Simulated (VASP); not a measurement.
# Bi2Te3 (Tellurobismuthite) in VASP: a series of runs

Runs on Bi2Te3 (Tellurobismuthite). Level: PBE+D3(BJ). Tasks: single point.

Program: VASP 6.6.1. These are calculated values, not measurements. Logs are shortened: lines on timing, memory, paths and dates and some standing lists are left out, and cuts for length are marked.

### Step 1. The cell of the first run

The cell holds a slab with vacuum, 10 atoms: a = 4.369 Å, b = 4.369 Å, c = 61.237 Å, α = 90.00°, β = 90.00°, γ = 120.00°.

### Step 2. Single point, PBE+D3(BJ)

INCAR reads:

```
PREC     = Accurate       # precision mode
ENCUT    = 520            # plane-wave cutoff, eV
EDIFF    = 1E-6           # SCF threshold, eV
ISMEAR   = 0              # smearing method
SIGMA    = 0.02           # smearing width, eV
LREAL    = False          # projectors in reciprocal space
LASPH    = True           # aspherical terms in the spheres
NELM     = 100            # most SCF steps
ALGO     = Normal         # electronic algorithm
ISIF     = 2              # what is computed and relaxed
LWAVE    = False          # write WAVECAR
LCHARG   = True           # write CHGCAR
LDIPOL   = True         
IDIPOL   = 3            
DIPOL    = 0.5 0.5 0.500
GGA      = PE             # functional
IVDW     = 12             # dispersion correction
LELF     = True           # ELF
LVHAR    = True         
LVACPOTAV= True         
NBANDS   = 59             # bands
```

KPOINTS reads:

```
regular mesh
0
Gamma
  9 9 1
```

POSCAR reads:

```
Bi2Te3
1.0
    4.3693929082      0.0000000000      0.0000000000
   -2.1846964541      3.7840052576      0.0000000000
    0.0000000000      0.0000000000     61.2372151650
Te Bi
6 4
Direct
    0.0000000000      0.0000000000      0.3555927863
    0.6666666667      0.3333333333      0.4171422965
    0.3333333333      0.6666666667      0.4787590986
    0.6666666667      0.3333333333      0.5212409014
    0.3333333333      0.6666666667      0.5828577035
    0.0000000000      0.0000000000      0.6444072137
    0.3333333333      0.6666666667      0.3838366543
    0.0000000000      0.0000000000      0.4503204745
    0.0000000000      0.0000000000      0.5496795255
    0.6666666667      0.3333333333      0.6161633457
```

Potentials or basis: VASP PAW PBE potentials, release 64 (Te, Bi_d).

On the command line:

```sh
> cat potpaw_PBE.64/Te/POTCAR potpaw_PBE.64/Bi_d/POTCAR > POTCAR
> mpirun -np 1 vasp_std > vasp.out
```

OUTCAR:

```text
PREC = Accurate
   ENCUT = 520
   EDIFF = 1E-6
   ISMEAR = 0
   LREAL = False
   LASPH = True
   NELM = 100
   ISIF = 2
   GGA = PE
   IVDW = 12
 IVDW          = 12

 ion  position               nearest neighbor table
   1  0.000  0.000  0.356-   7 3.06   7 3.06   7 3.06
   2  0.667  0.333  0.417-   8 3.24   8 3.24   8 3.24   7 3.24   7 3.24   7 3.24
   3  0.333  0.667  0.479-   8 3.07   8 3.07   8 3.07   4 3.62   4 3.62   4 3.62
   4  0.667  0.333  0.521-   9 3.07   9 3.07   9 3.07   3 3.62   3 3.62   3 3.62
   5  0.333  0.667  0.583-   9 3.24   9 3.24   9 3.24  10 3.24  10 3.24  10 3.24
   6  0.000  0.000  0.644-  10 3.06  10 3.06  10 3.06
   7  0.333  0.667  0.384-   1 3.06   1 3.06   1 3.06   2 3.24   2 3.24   2 3.24
   8  0.000  0.000  0.450-   3 3.07   3 3.07   3 3.07   2 3.24   2 3.24   2 3.24
   9  0.000  0.000  0.550-   4 3.07   4 3.07   4 3.07   5 3.24   5 3.24   5 3.24
  10  0.667  0.333  0.616-   6 3.06   6 3.06   6 3.06   5 3.24   5 3.24   5 3.24

  LATTYP: Found a hexagonal cell.
 ALAT       =     4.3693929082
 C/A-ratio  =    14.0150397210

  Lattice vectors:

 A1 = (   4.3693929082,   0.0000000000,   0.0000000000)
 A2 = (  -2.1846964541,   3.7840052576,   0.0000000000)
 A3 = (   0.0000000000,   0.0000000000,  61.2372151650)

Analysis of symmetry for initial positions (statically):
=====================================================================
 Subroutine PRICEL returns:
 Original cell was already a primitive cell.

 Routine SETGRP: Setting up the symmetry group for a
 hexagonal supercell.

 Subroutine GETGRP returns: Found 12 space group operations
 (whereof 12 operations were pure point group operations)
 out of a pool of 24 trial point group operations.

The static configuration has the point symmetry D_3d.

Analysis of symmetry for dynamics (positions and initial velocities):
=====================================================================
 Subroutine PRICEL returns:
 Original cell was already a primitive cell.

 Routine SETGRP: Setting up the symmetry group for a
 hexagonal supercell.

 Subroutine GETGRP returns: Found 12 space group operations
 (whereof 12 operations were pure point group operations)
 out of a pool of 24 trial point group operations.

The dynamic configuration has the point symmetry D_3d.

 Subroutine INISYM returns: Found 12 space group operations
 (whereof 12 operations are pure point group operations),
 and found     1 'primitive' translations

----------------------------------------------------------------------------------------

                                     Primitive cell

  volume of cell :    1012.4842

  direct lattice vectors                    reciprocal lattice vectors
     4.369392908  0.000000000  0.000000000     0.228864746  0.132135123  0.000000000
    -2.184696454  3.784005258  0.000000000     0.000000000  0.264270246  0.000000000
     0.000000000  0.000000000 61.237215165     0.000000000  0.000000000  0.016329939

  length of vectors
     4.369392908  4.369392908 61.237215165     0.264270246  0.264270246  0.016329939

  position of ions in fractional coordinates (direct lattice)
     0.000000000  0.000000000  0.355592786
     0.666666667  0.333333333  0.417142297
     0.333333333  0.666666667  0.478759099
     0.666666667  0.333333333  0.521240901
     0.333333333  0.666666667  0.582857703
     0.000000000  0.000000000  0.644407214
     0.333333333  0.666666667  0.383836654
     0.000000000  0.000000000  0.450320475
     0.000000000  0.000000000  0.549679525
     0.666666667  0.333333333  0.616163346

  ion indices of the primitive-cell ions
   primitive index   ion index
                 1           1
                 2           2
                 3           3
                 4           4
                 5           5
                 6           6
                 7           7
                 8           8
                 9           9
                10          10

----------------------------------------------------------------------------------------

 KPOINTS: regular mesh

Automatic generation of k-mesh.
 Grid dimensions read from file:
 generate k-points for:    9    9    1

 Generating k-lattice:

  Cartesian coordinates                     Fractional coordinates (reciprocal lattice)
     0.025429416  0.014681680  0.000000000     0.111111111  0.000000000  0.000000000
     0.000000000  0.029363361  0.000000000     0.000000000  0.111111111  0.000000000
     0.000000000  0.000000000  0.016329939     0.000000000  0.000000000  1.000000000

  Length of vectors
     0.029363361  0.029363361  0.016329939

  Shift w.r.t. Gamma in fractional coordinates (k-lattice)
     0.000000000  0.000000000  0.000000000

 Subroutine IBZKPT returns following result:
 ===========================================

 Found     12 irreducible k-points:

 Following reciprocal coordinates:
            Coordinates               Weight
  0.000000  0.000000  0.000000      1.000000
  0.111111  0.000000  0.000000      6.000000
  0.222222 -0.000000  0.000000      6.000000
  0.333333 -0.000000  0.000000      6.000000
  0.444444 -0.000000  0.000000      6.000000
  0.111111  0.111111  0.000000      6.000000
  0.222222  0.111111  0.000000     12.000000
  0.333333  0.111111  0.000000     12.000000
  0.444444  0.111111  0.000000      6.000000
  0.222222  0.222222  0.000000      6.000000
  0.333333  0.222222  0.000000     12.000000
  0.333333  0.333333  0.000000      2.000000
   k-points           NKPTS =     12   k-points in BZ     NKDIM =     12   number of bands    NBANDS=     59
   number of dos      NEDOS =    301   number of ions     NIONS =     10
   total plane-waves  NPLWV = 491520
   dimension x,y,z NGX =    32 NGY =   32 NGZ =  480
   dimension x,y,z NGXF=    64 NGYF=   64 NGZF=  960
   ions per type =               6   4
   NGX,Y,Z   is equivalent  to a cutoff of  12.18, 12.18, 13.03 a.u.
   NGXF,Y,Z  is equivalent  to a cutoff of  24.35, 24.35, 26.06 a.u.
 SYSTEM =  unknown system
   PREC   = accura    normal or accurate (medium, high low for compatibility)
   ISTART =      0    job   : 0-new  1-cont  2-samecut
   ICHARG =      2    charge: 1-file 2-atom 10-const
   ISPIN  =      1    spin polarized calculation?
   LNONCOLLINEAR =      F non collinear calculations
   LSORBIT =      F    spin-orbit coupling
   LASPH  =      T    aspherical Exc in radial PAW
   ENCUT  =  520.0 eV  38.22 Ry    6.18 a.u.   8.12  8.12113.86*2*pi/ulx,y,z
   NELM   =    100;   NELMIN=  2; NELMDL= -5     # of ELM steps
   EDIFF  = 0.1E-05   stopping-criterion for ELM
   LREAL  =      F    real-space projection
   EDIFFG = 0.1E-04   stopping-criterion for IOM
   NSW    =      0    number of steps for IOM
   IBRION =     -1    ionic relax: 0-MD 1-quasi-New 2-CG
   NFREE  =      0    steps in history (QN), initial steepest desc. (CG)
   ISIF   =      2    stress and relaxation
   ISYM   =      2    0-nonsym 1-usesym 2-fastsym
   POTIM  = 0.5000    time-step for ionic-motion
   TEBEG  =    0.0;   TEEND  =   0.0 temperature during run
   PSTRESS=    0.0 pullay stress
   NELECT =      96.0000    total number of electrons
   NUPDOWN=      -1.0000    fix difference up-down
   EMIN   =  10.00;   EMAX   =-10.00  energy-range for DOS
   EFERMI =   0.00;   METHOD = LEGACY
   ISMEAR =     0;   SIGMA  =   0.02  broadening in eV -4-tet -1-fermi 0-gaus
   EFERMI_NEDOS =   21; number of points for ismear=-14 and -15
   IALGO  =     38    algorithm
   IMIX   =      4    mixing-type and parameters
     AMIX     =   0.40;   BMIX     =  1.00
     AMIX_MAG =   1.60;   BMIX_MAG =  1.00
  volume/ion in A,a.u.               =     101.25       683.26
  Fermi-wavevector in a.u.,A,eV,Ry     =   0.746510  1.410700  7.582223  0.557278
  Thomas-Fermi vector in A             =   1.842349
   LORBIT       =      0    0 simple, 1 ext, 2 COOP (PROOUT), +10 PAW based schemes
   GGA     = PE    functional components
   LHFCALC =     F    Hartree Fock is set to
   AEXX    =    0.0000 exact exchange contribution
   IVDW    =    12    specifies the selected vdW correction
   LEPSILON=     F    determine dielectric tensor
   LRPA    =     F    only Hartree local field effects (RPA)
 non-spin polarized calculation
 Gauss-broadening in eV      SIGMA  =   0.02
  energy-cutoff  :      520.00
  volume of cell :     1012.48
 maximum number of plane-waves:     27328
   NGX = 17   NGY = 17   NGZ =227

 number of electron      96.0000002 magnetization

 dipolmoment           0.000000      0.000000     -0.000000 electrons x Angstroem

 Free energy of the ion-electron system (eV)
  ---------------------------------------------------
  ext. energy  EPLUGINS =         0.00000000
  ---------------------------------------------------
  free energy    TOTEN  =       -36.64005465 eV

  energy without entropy =      -36.64005465  energy(sigma->0) =      -36.64005465

 E-fermi :  -1.2533     XC(G=0):  -3.3780

 val. band max:       -1.3457471083   @ k =   0.0000   0.0000   0.0000
 cond. band min:      -0.7726558538   @ k =   0.0000   0.0000   0.0000
 fundamental gap:      0.5730912545
 Fermi energy:        -1.2532541819

 k-point     1 :       0.0000    0.0000    0.0000
  band No.  band energies     occupation
      1     -24.3735      2.00000
      2     -24.3735      2.00000
      3     -24.3735      2.00000
      4     -24.3735      2.00000
      5     -24.3627      2.00000
      6     -24.3627      2.00000
[... 51 lines left out ...]
     58       0.7697      0.00000
     59       0.9151      0.00000

 k-point     2 :       0.1111    0.0000    0.0000
  band No.  band energies     occupation
      1     -24.3743      2.00000
      2     -24.3743      2.00000
      3     -24.3721      2.00000
      4     -24.3721      2.00000
      5     -24.3618      2.00000
      6     -24.3618      2.00000
[... 51 lines left out ...]
     58       1.1131      0.00000
     59       1.2501      0.00000

 k-point     3 :       0.2222   -0.0000    0.0000
  band No.  band energies     occupation
      1     -24.3768      2.00000
      2     -24.3768      2.00000
      3     -24.3689      2.00000
      4     -24.3689      2.00000
      5     -24.3626      2.00000
      6     -24.3626      2.00000
[... 494 lines left out ...]
      5     -24.3626      2.00000
      6     -24.3626      2.00000
[... 51 lines left out ...]
     58       2.6300      0.00000
     59       2.7563      0.00000

 k-point    12 :       0.3333    0.3333    0.0000
  band No.  band energies     occupation
      1     -24.3759      2.00000
      2     -24.3759      2.00000
      3     -24.3720      2.00000
      4     -24.3720      2.00000
      5     -24.3597      2.00000
      6     -24.3597      2.00000
[... 51 lines left out ...]
     58       2.9520      0.00000
     59       2.9705      0.00000

------------------------ aborting loop because EDIFF is reached ----------------------------------------

 vacuum level on the upper side and lower side of the slab       (xc-potential included)        -0.240        -0.240

 Edisp (eV)   -4.02575

 E8    (eV) :    -1.9452

  FORCE on cell =-STRESS in cart. coord.  units (eV):
  Direction    XX          YY          ZZ          XY          YZ          ZX
  --------------------------------------------------------------------------------------
  -------------------------------------------------------------------------------------
  Total      -0.01385    -0.01385     0.04947    -0.00000     0.00000     0.00000
  in kB      -0.02192    -0.02192     0.07828    -0.00000     0.00000     0.00000
  external pressure =        0.01 kB  Pullay stress =        0.00 kB

 VOLUME and BASIS-vectors are now :
 -----------------------------------------------------------------------------
  energy-cutoff  :      520.00
  volume of cell :     1012.48
      direct lattice vectors                 reciprocal lattice vectors
     4.369392908  0.000000000  0.000000000     0.228864746  0.132135123  0.000000000
    -2.184696454  3.784005258  0.000000000     0.000000000  0.264270246  0.000000000
     0.000000000  0.000000000 61.237215165     0.000000000  0.000000000  0.016329939

 POSITION                                       TOTAL-FORCE (eV/Angst)
 -----------------------------------------------------------------------------------
      0.00000      0.00000     21.77551        -0.000000     -0.000000     -0.008988
      2.18470      1.26134     25.54463         0.000000     -0.000000     -0.000775
     -0.00000      2.52267     29.31787         0.000000      0.000000      0.011712
      2.18470      1.26134     31.91934        -0.000000      0.000000     -0.011712
     -0.00000      2.52267     35.69258         0.000000      0.000000      0.000775
      0.00000      0.00000     39.46170         0.000000      0.000000      0.008988
     -0.00000      2.52267     23.50509         0.000000     -0.000000      0.006204
      0.00000      0.00000     27.57637        -0.000000     -0.000000     -0.006792
      0.00000      0.00000     33.66084         0.000000      0.000000      0.006792
      2.18470      1.26134     37.73213        -0.000000      0.000000     -0.006204
 -----------------------------------------------------------------------------------
    total drift:                               -0.000000      0.000000      0.000000

  FREE ENERGIE OF THE ION-ELECTRON SYSTEM (eV)
  ---------------------------------------------------
  free  energy   TOTEN  =       -40.6658095147 eV

  energy  without entropy=      -40.6658095147  energy(sigma->0) =      -40.66580951

 vacuum level on the upper side and lower side of the slab         3.689         3.689
```

Run time: 20 min. Hardware: 1 thread of Intel Xeon Platinum 8259CL at 2.50GHz (Skylake/Cascade Lake), shared host; peak memory 1.2 GiB.

Results:

- Free energy: -40.6658 eV
- Largest force: 0.012 eV/Å
- Band gap on the k mesh: 0.57 eV, direct
- Dispersion energy per atom: -0.403 eV
- Ionisation potential of the upper face: 5.03 eV

Forces in eV/Å, atoms in the order of the input:
```
Te   0.000  0.000 -0.009
Te   0.000  0.000 -0.001
Te   0.000  0.000  0.012
Te   0.000  0.000 -0.012
Te   0.000  0.000  0.001
Te   0.000  0.000  0.009
Bi   0.000  0.000  0.006
Bi   0.000  0.000 -0.007
Bi   0.000  0.000  0.007
Bi   0.000  0.000 -0.006
```

Levels at points of the mesh, in eV from the valence-band top:
| k point | band 46 | band 47 | band 48 | band 49 | band 50 | band 51 |
| --- | --- | --- | --- | --- | --- | --- |
| (0.00, 0.00, 0.00) | -0.67 | -0.67 | 0.00 | 0.57 | 0.88 | 1.02 |

Caveat: spin-orbit coupling is left out, which moves the levels of the heavy elements.

(Part 1 of 2 ends here.)
